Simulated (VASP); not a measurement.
# Ba (Fm-3m) in VASP: further runs, part 2 of 2

VASP 6.6.1.

**4. Single point, LDA, non-collinear spin, zero start, spin-orbit coupling**

This run uses another cell than the first one, of 54.17 Å³/atom.

INCAR

```
  ALGO = Normal
  EDIFF = 1E-6
  ENCUT = 520
  GGA = CA
  GGA_COMPAT = F
  ISIF = 2
  ISMEAR = -1
  LASPH = T
  LCHARG = F
  LORBIT = 11
  LORBMOM = T
  LREAL = F
  LSORBIT = T
  LWAVE = F
  MAGMOM = 0 0 0
  NBANDS = 21
  NELM = 150
  PREC = Accurate
  SIGMA = 0.05
```

KPOINTS

```
k-points
0
Gamma
  5 5 5
```

POSCAR

```
Ba
1.0
    0.0000000000      3.0030845680      3.0030845680
    3.0030845680      0.0000000000      3.0030845680
    3.0030845680      3.0030845680      0.0000000000
Ba
1
Direct
    0.0000000000      0.0000000000      0.0000000000
```

Potentials or basis: VASP PAW LDA potentials, release 64 (Ba_sv).

Launch:

```bash
$ cat potpaw_LDA.64/Ba_sv/POTCAR > POTCAR
$ mpirun -np 1 vasp_ncl > vasp.out
```

It took 9.7 s on 1 thread of Intel Xeon Platinum 8488C (Sapphire Rapids), shared host; peak memory 0.23 GiB.

The run converged. Its results:

| Property | Result |
| --- | --- |
| Free energy | -2.4581 eV |
| Pressure | 0.0 GPa |
| Net moment | 0.00 μB per cell |
| Valence electrons inside the program's atomic spheres | Ba 7.95 |

Moments on the atoms (μB; x, y, z):
```
Ba  0.00 0.00 0.00
```

Caveat: the k points lie up to 0.36 Å⁻¹ apart.

**5. Relaxation of cell and atoms, LDA, non-collinear spin, zero start, spin-orbit coupling**

INCAR

```
SYSTEM = Ba
PREC = Accurate
ENCUT = 600
EDIFF = 1E-6
ISMEAR = -1
SIGMA = 0.05
LREAL = .FALSE.
LASPH = .TRUE.
NELM = 150
ALGO = Normal
ISIF = 3
LWAVE = .FALSE.
LCHARG = .FALSE.
MAGMOM = 0 0 0
LORBIT = 11
LSORBIT = .TRUE.
GGA_COMPAT = .FALSE.
LORBMOM = .TRUE.
GGA = CA
IBRION = 2
NSW = 80
EDIFFG = -0.01
```

KPOINTS

```
regular mesh
0
G
  5 5 5
  0 0 0
```

POSCAR

```
Ba
1.0
    0.0000000000      3.2326650028      3.2326650028
    3.2326650028      0.0000000000      3.2326650028
    3.2326650028      3.2326650028      0.0000000000
Ba
1
Direct
    0.0000000000      0.0000000000      0.0000000000
```

Potentials or basis: VASP PAW LDA potentials, release 64 (Ba_sv).

Launch:

```bash
$ cat potpaw_LDA.64/Ba_sv/POTCAR > POTCAR
$ mpirun -np 1 vasp_ncl > vasp.out
```

OUTCAR:

```text
SYSTEM = Ba
   PREC = Accurate
   ENCUT = 600
   EDIFF = 1E-6
   ISMEAR = -1
   LREAL = .FALSE.
   LASPH = .TRUE.
   NELM = 150
   ISIF = 3
   LORBIT = 11
   LSORBIT = .TRUE.
   GGA = CA
   IBRION = 2
   NSW = 80
   EDIFFG = -0.01

 ion  position               nearest neighbor table
   1  0.000  0.000  0.000-

  LATTYP: Found a face centered cubic cell.
 ALAT       =     6.4653300056

  Lattice vectors:

 A1 = (   0.0000000000,   3.2326650028,   3.2326650028)
 A2 = (   3.2326650028,   0.0000000000,   3.2326650028)
 A3 = (   3.2326650028,   3.2326650028,   0.0000000000)

Analysis of symmetry for initial positions (statically):
=====================================================================
 Subroutine PRICEL returns:
 Original cell was already a primitive cell.

 Routine SETGRP: Setting up the symmetry group for a
 face centered cubic supercell.

 Subroutine GETGRP returns: Found 48 space group operations
 (whereof 48 operations were pure point group operations)
 out of a pool of 48 trial point group operations.

The static configuration has the point symmetry O_h .

Analysis of symmetry for dynamics (positions and initial velocities):
=====================================================================
 Subroutine PRICEL returns:
 Original cell was already a primitive cell.

[... 529 lines left out ...]
  energy  without entropy=       -2.4416158607  energy(sigma->0) =       -2.44993245

 reached required accuracy - stopping structural energy minimisation

 orbital moment (x)

 # of ion     p       d       tot
 ----------------------------------------
  1         0.000   0.000   0.000
 ----------------------------------------
            0.000   0.000   0.000

 orbital moment (y)

 # of ion     p       d       tot
 ----------------------------------------
  1         0.000  -0.000  -0.000
 ----------------------------------------
            0.000  -0.000  -0.000

 orbital moment (z)

 # of ion     p       d       tot
 ----------------------------------------
  1         0.000  -0.000   0.000
 ----------------------------------------
            0.000  -0.000   0.000

 Spin-Orbit-Coupling matrix elements

 Ion:    1  E_soc:     -0.4208745
 l=   1
     0.0000000    -0.0700091    -0.0700091
    -0.0700091     0.0000000    -0.0700091
    -0.0700091    -0.0700091     0.0000000
 l=   2
     0.0000000    -0.0000173     0.0000000    -0.0000173    -0.0001193
    -0.0000173     0.0000000    -0.0000895    -0.0000173    -0.0000298
     0.0000000    -0.0000895     0.0000000    -0.0000895     0.0000000
    -0.0000173    -0.0000173    -0.0000895     0.0000000    -0.0000298
    -0.0001193    -0.0000298     0.0000000    -0.0000298     0.0000000
 l=   3
     0.0000000     0.0000000     0.0000000     0.0000000     0.0000000     0.0000000     0.0000000
     0.0000000     0.0000000     0.0000000     0.0000000     0.0000000     0.0000000     0.0000000
     0.0000000     0.0000000     0.0000000     0.0000000     0.0000000     0.0000000     0.0000000
     0.0000000     0.0000000     0.0000000     0.0000000     0.0000000     0.0000000     0.0000000
     0.0000000     0.0000000     0.0000000     0.0000000     0.0000000     0.0000000     0.0000000
     0.0000000     0.0000000     0.0000000     0.0000000     0.0000000     0.0000000     0.0000000
     0.0000000     0.0000000     0.0000000     0.0000000     0.0000000     0.0000000     0.0000000

 total charge

# of ion       s       p       d       tot
------------------------------------------
    1        2.082   5.516   0.347   7.945

 magnetization (x)

# of ion       s       p       d       tot
------------------------------------------
    1       -0.000  -0.000   0.000  -0.000

 magnetization (y)

# of ion       s       p       d       tot
------------------------------------------
    1       -0.000  -0.000  -0.000  -0.000

 magnetization (z)

# of ion       s       p       d       tot
------------------------------------------
    1        0.000   0.000   0.000   0.000
```

Wall time 73 s (1 thread of Intel Xeon Platinum 8488C (Sapphire Rapids), shared host); peak memory 0.38 GiB.

Results:

- Free energy: -2.4582 eV
- Relaxed volume: 54.20 Å³/atom
- Relaxed cell: a = 4.248 Å, b = 4.248 Å, c = 4.248 Å, α = 60.00°, β = 60.00°, γ = 60.00°
- Space group after relaxing (to 0.1 Å): Fm-3m (No. 225)
- Energy gained by relaxing: 77.3 meV/atom
- Ionic steps: 4
- Pressure after relaxing: 0.0 GPa
- Net moment: 0.00 μB per cell
- Valence electrons inside the program's atomic spheres: Ba 7.95

Step by step:
```tsv
step	energy change (eV)	largest force (eV/Å)	pressure (GPa)	volume (Å³)
1	0.0000	0.0000	-1.59	67.56
2	-0.0532	0.0000	-1.03	61.21
3	-0.0759	0.0000	-0.29	55.94
4	-0.0773	0.0000	0.02	54.20
```

Final structure:
```cif
data_structure
_symmetry_space_group_name_H-M 'P 1'
_symmetry_Int_Tables_number 1
_cell_length_a 4.2479
_cell_length_b 4.2479
_cell_length_c 4.2479
_cell_angle_alpha 60.000
_cell_angle_beta 60.000
_cell_angle_gamma 60.000
_cell_volume 54.20
loop_
_atom_site_label
_atom_site_type_symbol
_atom_site_fract_x
_atom_site_fract_y
_atom_site_fract_z
_atom_site_occupancy
Ba1 Ba 0.00000 0.00000 0.00000 1
```

Moments on the atoms (μB; x, y, z):
```
Ba  0.00 0.00 0.00
```

Caveat: the volume moved by over 15 % at a fixed basis, so the end points are rough.

**6. Single point, pbe exchange, lyp correlation (59.46 Å³/atom)**

This run uses another cell than the first one, of 59.46 Å³/atom.

INCAR

```
ALGO     = Normal         # electronic algorithm
EDIFF    = 1E-6           # SCF threshold, eV
ENCUT    = 500            # plane-wave cutoff, eV
GGA      = LIBXC          # functional
GGA_COMPAT= F            
ISIF     = 2              # what is computed and relaxed
ISMEAR   = 1              # smearing method
LASPH    = T              # aspherical terms in the spheres
LCHARG   = F              # write CHGCAR
LIBXC1   = GGA_X_PBE    
LIBXC2   = GGA_C_LYP    
LREAL    = F              # projectors in reciprocal space
LWAVE    = F              # write WAVECAR
NBANDS   = 11             # bands
NELM     = 120            # most SCF steps
PREC     = Accurate       # precision mode
SIGMA    = 0.01           # smearing width, eV
```

KPOINTS

```
k-points
0
Gamma
  7 7 7
```

POSCAR

```
Ba
1.0
    0.0000000000      3.0978110550      3.0978110550
    3.0978110550      0.0000000000      3.0978110550
    3.0978110550      3.0978110550      0.0000000000
Ba
1
Direct
    0.0000000000      0.0000000000      0.0000000000
```

Potentials or basis: VASP PAW PBE potentials, release 64 (Ba_sv).

Launch:

```bash
$ cat potpaw_PBE.64/Ba_sv/POTCAR > POTCAR
$ mpirun -np 1 vasp_std > vasp.out
```

Run time: 16 s. Hardware: 1 thread of Intel Xeon Platinum 8259CL at 2.50GHz (Skylake/Cascade Lake), shared host; peak memory 0.17 GiB.

It converged, with:

* Free energy: -1.2414 eV
* Pressure: 1.5 GPa
* Band gap on the k mesh: zero (bands 5 and 6 overlap by 0.13 eV)

Levels at points of the mesh, in eV from the Fermi level:
```csv
k point,band 1,band 2,band 3,band 4,band 5,band 6,band 7,band 8,band 9,band 10
"(0.00, 0.00, 0.00)",-28.86,-13.77,-13.77,-13.77,-2.69,1.80,1.80,1.80,3.42,3.42
```

Caveat: the PAW data sets were made with another functional, which shifts forces and pressure a little; spin-orbit coupling is left out, which moves the levels of the heavy elements.

**7. The runs side by side**

| task | level | potentials or basis | spin | cell | k mesh | cutoff (eV) | smearing | gap on the mesh (eV) | pressure (GPa) | moment (μB) | relaxed volume (Å³/atom) |
| --- | --- | --- | --- | --- | --- | --- | --- | --- | --- | --- | --- |
| relaxation of cell and atoms | revPBE | VASP PAW PBE potentials, release 64 (Ba_sv) | off | relaxed from a = 4.572 Å, angles 60.0°, 1 atom | 7 × 7 × 7 | 600 | fermi-dirac 0.05 eV | none | 0.0 | - | 68.96 |
| relaxation of cell and atoms | BLYP | VASP PAW PBE potentials, release 64 (Ba_sv) | off | relaxed from a = 4.572 Å, angles 60.0°, 1 atom | 7 × 7 × 7 | 600 | fermi-dirac 0.05 eV | none | 0.0 | - | 67.92 |
| single point | LDA | VASP PAW LDA potentials, release 64 (Ba_sv) | non-collinear, zero start, SOC | a = 4.247 Å, angles 60.0°, 1 atom | 5 × 5 × 5 | 520 | fermi-dirac 0.05 eV | - | 0.0 | 0.00 | - |
| relaxation of cell and atoms | LDA | VASP PAW LDA potentials, release 64 (Ba_sv) | non-collinear, zero start, SOC | relaxed from a = 4.572 Å, angles 60.0°, 1 atom | 5 × 5 × 5 | 600 | fermi-dirac 0.05 eV | - | 0.0 | 0.00 | 54.20 |
| single point | pbe exchange, lyp correlation | VASP PAW PBE potentials, release 64 (Ba_sv) | off | a = 4.381 Å, angles 60.0°, 1 atom | 7 × 7 × 7 | 500 | methfessel-paxton 0.01 eV | none | 1.5 | - | - |

Caveats: some runs use coarse meshes; the PAW data sets were made with another functional, which shifts forces and pressure a little (at least some runs); spin-orbit coupling is left out, which moves the levels of the heavy elements (at least some runs); the volume moved by over 15 % at a fixed basis, so the end points are rough (at least some runs).

Total energies depend on the potentials used, so only differences within one code and one set of settings carry meaning.
